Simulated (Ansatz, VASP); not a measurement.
## Two plane-wave programs on SiC

```
Si C
1.0
     3.09637    0.00000    0.00000
    -1.54819    2.68154    0.00000
     0.00000    0.00000    5.08143
Si C
2 2
Direct
  0.66667 0.33333 0.50000
  0.33333 0.66667 0.00000
  0.66667 0.33333 0.88500
  0.33333 0.66667 0.38500
```

Alike in both runs: task single point; functional PBEsol; dispersion D4; k mesh 10 × 10 × 5; occupations fermi-dirac, width 0.05 eV; no spin polarisation.

```csv
,VASP,Ansatz
version,VASP 6.6.1,Ansatz 0.2.0
potentials or method,"VASP PAW PBE potentials, release 64 (Si, C)",Ansatz PAW
plane-wave cutoff (eV),520,420
valence electrons in the cell,16,16
```

Ansatz gave:

* gap on the k mesh at the Fermi level (eV): 2.36
* least direct gap on the mesh (eV): 3.92
* pressure (GPa): -6.3
* traceless stress, the component that is largest in VASP (GPa): -2.64
* rms of the force components (eV/Å): 0.408

Task: Which values does VASP return?

Result: gap on the k mesh at the Fermi level (eV): 2.35; least direct gap on the mesh (eV): 3.92; pressure (GPa): -6.0; traceless stress, the component that is largest in VASP (GPa): -2.69; rms of the force components (eV/Å): 0.411.

VASP's potentials were made for PBE, not for PBEsol. Atom by atom the forces differ by 0.002 eV/Å (rms over components).

Noted on Ansatz's run: odd divisions of the mesh miss points on the zone boundary, where band edges often lie, so the gap on the mesh can be too wide.
